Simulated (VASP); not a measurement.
A run of VASP 6.6.1 is set up as follows.

File POSCAR:

```
KCdCO3F
1.0
    5.0419290554      0.0000000000      0.0000000000
   -2.5209645277      4.3664386461      0.0000000000
    0.0000000000      0.0000000000      4.4240642867
K Cd C O F
1 1 1 3 1
Direct
    0.0000000000      0.0000000000      0.0000000000
    0.6666666667      0.3333333333      0.5000000000
    0.3333333333      0.6666666667      0.5000000000
    0.1864134963      0.3728269925      0.5000000000
    0.1864134963      0.8135865037      0.5000000000
    0.6271730075      0.8135865037      0.5000000000
    0.6666666667      0.3333333333      0.0000000000
```

INCAR.step1

```
SYSTEM = KCdCO3F
ALGO = Normal
EDIFF = 1E-5
ENCUT = 770
GGA = PE
GGA_COMPAT = .FALSE.
ISMEAR = 0
LASPH = .TRUE.
LCHARG = .FALSE.
LREAL = .FALSE.
LWAVE = .TRUE.
NBANDS = 38
NELM = 120
PREC = Accurate
SIGMA = 0.01
```

File INCAR.step2:

```
SYSTEM = KCdCO3F
ALGO = Normal
EDIFF = 1E-6
ENCUT = 770
GGA_COMPAT = .FALSE.
ISIF = 2
ISMEAR = 0
ISTART = 1
LASPH = .TRUE.
LCHARG = .TRUE.
LELF = .TRUE.
LMIXTAU = .TRUE.
LREAL = .FALSE.
LVHAR = .TRUE.
LWAVE = .FALSE.
METAGGA = R2SCAN
NBANDS = 38
NELM = 120
PREC = Accurate
SIGMA = 0.01
```

Contents of KPOINTS:

```
k-points
0
G
  6 6 6
  0 0 0
```

Potentials or basis: VASP PAW PBE potentials, release 64 (K_sv, Cd_sv_GW, C, O, F).

Launch:

```bash
$ cat potpaw_PBE.64/K_sv/POTCAR potpaw_PBE.64/Cd_sv_GW/POTCAR potpaw_PBE.64/C/POTCAR potpaw_PBE.64/O/POTCAR potpaw_PBE.64/F/POTCAR > POTCAR
$ cp INCAR.step1 INCAR
$ mpirun -np 1 vasp_std > vasp.out
$ cp INCAR.step2 INCAR
$ mpirun -np 1 vasp_std > vasp.out
```

Q: Predict the pressure.

A: 0.6 GPa.

Q: What does it give for the largest force?

A: 0.346 eV/Å.

Forces on the atoms (eV/Å):
```
K    0.000  0.000  0.000
Cd   0.000  0.000  0.000
C    0.000  0.000  0.000
O    0.000 -0.346  0.000
O   -0.300  0.173  0.000
O    0.300  0.173  0.000
F    0.000  0.000  0.000
```

Caveat: the PAW data sets were made with another functional, which shifts forces and pressure a little.
